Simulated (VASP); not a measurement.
**AgI: single point with HSE06**

AgI:

```
Ag I
1.0
     0.00000    3.28857    3.28857
     3.28857    0.00000    3.28857
     3.28857    3.28857    0.00000
Ag I
1 1
Direct
  0.00000 0.00000 0.00000
  0.25000 0.25000 0.25000
```

- Program: VASP 6.6.1
- Task: single point
- Functional: HSE06
- Potentials or basis: VASP PAW PBE potentials, release 64 (Ag, I)
- Cutoff: 400 eV
- k mesh: 4 × 4 × 4
- Occupations: gaussian, width 0.01 eV
- Spin: no spin polarisation
- Dipole correction: no
- Grid for exact exchange (PRECFOCK): Normal
- Further INCAR settings: ALGO = Normal; EDIFF = 1e-06; NBANDS = 16
- Share of exact exchange: 0.25
- Screening parameter: 0.2079 1/Å

```yaml
Pressure: 0.4 GPa
Band_gap_on_the_k_mesh: 2.48 eV
```

Levels at points of the mesh, in eV from the valence-band top:
```csv
k point,band 7,band 8,band 9,band 10,band 11,band 12
"(0.00, 0.00, 0.00)",0.00,0.00,0.00,2.48,6.99,6.99
"(0.50, 0.00, 0.00)",-3.44,-0.71,-0.71,3.96,7.44,7.44
"(0.50, 0.50, 0.00)",-2.82,-1.79,-1.79,4.69,5.03,9.66
```

It took 3.1 min on 1 thread of Intel(R) Xeon(R) 6975P-C (Granite Rapids), on a shared host, peak memory 0.27 GiB.

Caveat: the PAW data sets were made with another functional, which shifts forces and pressure a little; spin-orbit coupling is left out, which moves the levels of the heavy elements.
